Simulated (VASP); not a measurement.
Sn3Te:

```
Sn Te
1.0
     4.86562    0.00000    0.00000
     0.00000    4.86562    0.00000
     0.00000    0.00000    4.86562
Sn Te
3 1
Direct
  0.50000 0.50000 0.00000
  0.50000 0.00000 0.50000
  0.00000 0.50000 0.50000
  0.00000 0.00000 0.00000
```

Base run:

* Program: VASP 6.6.1
* Functional: PBE
* Potentials or basis: VASP PAW PBE potentials, release 64 (Sn_d, Te)
* Cutoff: 520 eV
* k mesh: 5 × 5 × 5, shifted
* Occupations: methfessel-paxton, width 0.1 eV
* Spin: no spin polarisation

Its results: band gap on the k mesh zero (band 24 reaches 10.45 eV, above the bottom of band 25 at 7.51 eV); pressure 0.3 GPa.

**Question.** The run is repeated on the same cell with these changes: functional from PBE to PBEsol; further incar settings from ALGO = Normal; EDIFF = 1e-06; NBANDS = 32 to ALGO = Normal; EDIFF = 1e-07; NBANDS = 32. What comes out?

**Answer.** Band gap on the k mesh zero (band 24 reaches 10.30 eV, above the bottom of band 25 at 7.34 eV); pressure -2.4 GPa.

Caveats: spin-orbit coupling is left out, which moves the levels of the heavy elements; the PAW data sets were made with another functional, which shifts forces and pressure a little (some runs).
